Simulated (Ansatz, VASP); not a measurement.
One calculation of Si4B, two programs

```xyz
5
Lattice="-2.5766 2.5766 2.5766 2.5766 -2.5766 2.5766 2.5766 2.5766 -2.5766" Properties=species:S:1:pos:R:3 pbc="T T T"
Si    1.2883    1.2883    1.2883
Si   -1.2883    1.2883    1.2883
Si    1.2883    1.2883   -1.2883
Si    1.2883   -1.2883    1.2883
B     0.0000    0.0000    0.0000
```

Change from the starting cell: species swapped into the Hg4Pt type (Im-3m, No. 229).

Alike in both runs: functional PBE; k mesh 5 × 5 × 5; occupations gaussian, width 0.2 eV; no spin polarisation.

Ansatz relaxed the structure, and its values are those at the end. VASP's run is a single point on that final structure, the one shown.

|  | VASP | Ansatz |
| --- | --- | --- |
| version | VASP 6.6.1 | Ansatz 0.2.0 |
| potentials or method | VASP PAW PBE potentials, release 64 (Si, B), cutoff 500 eV | scalar-relativistic, plane waves, PAW |
| valence electrons in the cell | 19 | 19 |

```tsv
	VASP	Ansatz	Ansatz less VASP
gap on the k mesh at the Fermi level (eV)	none	none	-
pressure (GPa)	0.1	0.2	+0.07
```

A gap of «none» marks a metal or a gap that the smearing closes.
